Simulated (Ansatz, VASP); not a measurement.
One calculation of TaN, two programs

INCAR

```
SYSTEM = TaN
PREC     = Accurate       ! precision mode
ENCUT    = 520            ! plane-wave cutoff, eV
EDIFF    = 1E-8           ! SCF threshold, eV
ISMEAR   = -1             ! smearing method
SIGMA    = 0.02           ! smearing width, eV
LREAL    = .FALSE.        ! projectors in reciprocal space
LASPH    = .TRUE.         ! aspherical terms in the spheres
NELM     = 80             ! most SCF steps
ALGO     = Normal         ! electronic algorithm
ISIF     = 2              ! what is computed and relaxed
LWAVE    = .FALSE.        ! write WAVECAR
LCHARG   = .FALSE.        ! write CHGCAR
GGA      = PE             ! functional
LEFG     = .TRUE.       
NBANDS   = 15             ! bands
```

Contents of KPOINTS:

```
Automatic mesh
0
G
  12 12 10
  0 0 0
```

POSCAR

```
TaN
1.0
    2.8785330664      0.0000000000      0.0000000000
   -1.4392665332      2.4928827612      0.0000000000
    0.0000000000      0.0000000000      2.8246473979
Ta N
1 1
Direct
    0.3333333333      0.6666666667      0.5000000000
    0.0000000000      0.0000000000      0.0000000000
```

Input for Ansatz:

```yaml
crystal:
  lattice:
    - [2.8785330664, 0.0, 0.0]
    - [-1.4392665332, 2.4928827612, 0.0]
    - [0.0, 0.0, 2.8246473979]
  atoms:
    - { symbol: Ta, position: [0.3333333333, 0.6666666667, 0.5] }
    - { symbol: "N", position: [0.0, 0.0, 0.0] }
kpoints:
  mp_grid: { grid: [12, 12, 10] }
scf:
  occupations: { method: fermi_dirac, width: 0.02 }
hamiltonian:
  xc: pbe
  pseudopotentials: { kind: all_electron, datasets: crystal }
output:
  forces: true
  stress: true
  eigenvalues: true
  efg: { contact_densities: true }
```

Change from the starting cell: volume scaled by 0.9405, crystal datasets.

Alike in both runs: task electric field gradients; functional PBE; k mesh 12 × 12 × 10; occupations fermi-dirac, width 0.02 eV; no spin polarisation.

```csv
,VASP,Ansatz
version,VASP 6.6.1,Ansatz 0.2.0
potentials or method,"VASP PAW PBE potentials, release 64 (Ta_pv, N), cutoff 520 eV","all-electron PAW with datasets made for the crystal, scalar-relativistic"
```

```csv
,VASP,Ansatz,Ansatz less VASP
pressure (GPa),30.7,29.7,-1.07
"traceless stress, the component that is largest in VASP (GPa)",2.80,2.63,-0.173
size of Vzz on the site where it differs most (V/Å²),11.1,50.9,+39.86
```

Both programs put the cell under a high pressure, so it lies far from rest at this level. Ansatz ran all-electron here, and VASP with PAW potentials.

Neither program's run includes spin-orbit coupling.
